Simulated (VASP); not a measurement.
Write the native input for VASP 6.6.1 that does the following.

| Quantity | Value |
| --- | --- |
| Task | relaxation of cell and atoms |
| Functional | PBE |
| Potentials or basis | VASP PAW PBE potentials, release 64 (Ca_sv, O) |
| Cutoff | 600 eV |
| k mesh | 9 × 9 × 6 |
| Occupations | gaussian, width 0.02 eV |
| Spin | no spin polarisation |
| Dipole correction | no |
| Further INCAR settings | ALGO = Normal; EDIFF = 1e-07; IBRION = 2; EDIFFG = -0.005; NSW = 100; ISIF = 3 |

The structure of CaO lies in POSCAR:

```
CaO
1.0
    3.9919758245      0.0000000000      0.0000000000
   -1.9959879122      3.4571524753      0.0000000000
    0.0000000000      0.0000000000      4.7848400100
Ca O
2 2
Direct
    0.3333333300      0.6666666700      0.7500000000
    0.6666666700      0.3333333300      0.2500000000
    0.3333333300      0.6666666700      0.2500000000
    0.6666666700      0.3333333300      0.7500000000
```

The input as run:

INCAR

```
SYSTEM = CaO
ALGO = Normal
EDIFF = 1E-7
EDIFFG = -0.005
ENCUT = 600
GGA = PE
IBRION = 2
ISIF = 3
ISMEAR = 0
LASPH = .True.
LCHARG = .False.
LREAL = .False.
LWAVE = .False.
NELM = 60
NSW = 100
PREC = Accurate
SIGMA = 0.02
```

KPOINTS

```
k-points
0
Gamma
  9 9 6
  0 0 0
```

Potentials or basis: VASP PAW PBE potentials, release 64 (Ca_sv, O).

The run is started by

```sh
$ cat potpaw_PBE.64/Ca_sv/POTCAR potpaw_PBE.64/O/POTCAR > POTCAR
$ mpirun -np 1 vasp_std > vasp.out
```

It gave:

```
Relaxed volume                         : 16.77 Å³/atom
Relaxed cell                           : a = 4.011 Å, b = 4.011 Å, c = 4.814 Å, α = 90.00°, β = 90.00°, γ = 120.00°
Space group after relaxing (to 0.05 Å) : P6_3/mmc (No. 194)
Energy gained by relaxing              : 1.1 meV/atom
Ionic steps                            : 3
Pressure after relaxing                : 0.0 GPa
Band gap on the k mesh                 : 3.11 eV, direct
```

Wall time 2.3 min on 1 thread of Intel(R) Xeon(R) Platinum 8488C (Sapphire Rapids), with other jobs on the host, peak memory 0.24 GiB.
